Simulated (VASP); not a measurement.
Write the native input for VASP 6.6.1 that does the following.

| Quantity | Value |
| --- | --- |
| Task | relaxation of cell and atoms |
| Functional | PBE |
| Potentials or basis | VASP PAW PBE potentials, release 64 (Nd_3, Zr_sv, S), 4f in core |
| Cutoff | 500 eV |
| k mesh | 5 × 5 × 4 |
| Occupations | gaussian, width 0.2 eV |
| Spin | no spin polarisation |
| Dipole correction | no |
| Further INCAR settings | ALGO = Normal; EDIFF = 1e-07; IBRION = 2; EDIFFG = -0.08; NSW = 36; ISIF = 3 |

The structure of NdZrS2 lies in POSCAR:

```
NdZrS2
1.0
    4.8879131200      0.0000000000      0.0000000000
   -2.4439565600      4.2330569400      0.0000000000
    0.0000000000      0.0000000000      5.4944909500
Nd Zr S
1 1 2
Direct
    0.0000000000      0.0000000000      0.0000000000
    0.0000000000      0.0000000000      0.5000000000
    0.3333333300      0.6666666700      0.5000000000
    0.6666666700      0.3333333300      0.5000000000
```

The cell was generated, and may not be a known phase.

The input as run:

INCAR

```
PREC = Accurate
ENCUT = 500
EDIFF = 1E-7
ISMEAR = 0
SIGMA = 0.2
LREAL = False
LASPH = True
NELM = 200
ALGO = Normal
ISIF = 3
LWAVE = False
LCHARG = False
GGA = PE
IBRION = 2
NSW = 36
EDIFFG = -0.08
GGA_COMPAT = False
NELMIN = 4
LMAXMIX = 6
```

KPOINTS

```
Automatic mesh
0
Gamma
  5 5 4
```

Potentials or basis: VASP PAW PBE potentials, release 64 (Nd_3, Zr_sv, S), 4f in core.

Command:

```bash
$ cat potpaw_PBE.64/Nd_3/POTCAR potpaw_PBE.64/Zr_sv/POTCAR potpaw_PBE.64/S/POTCAR > POTCAR
$ mpirun -np 1 vasp_std > vasp.out
```

Results of the run:

```
Relaxed volume                        : 27.68 Å³/atom
Relaxed cell                          : a = 4.674 Å, b = 4.674 Å, c = 5.852 Å, α = 90.00°, β = 90.00°, γ = 120.00°
Space group after relaxing (to 0.1 Å) : P6/mmm (No. 191)
Energy gained by relaxing             : 70.9 meV/atom
Ionic steps                           : 4
Pressure after relaxing               : -0.1 GPa
Band gap on the k mesh                : zero (an odd number of electrons rules out a gap without spin polarisation)
```

Caveat: spin-orbit coupling is left out, which moves the levels of the heavy elements; the 4f electrons are frozen in the core, so they carry no moment and show no levels; the run has no spin polarisation, though such a crystal can be magnetic.

It took 66 s on 1 thread of Intel(R) Xeon(R) Platinum 8559C (Emerald Rapids) (shared host), peak memory 0.25 GiB.
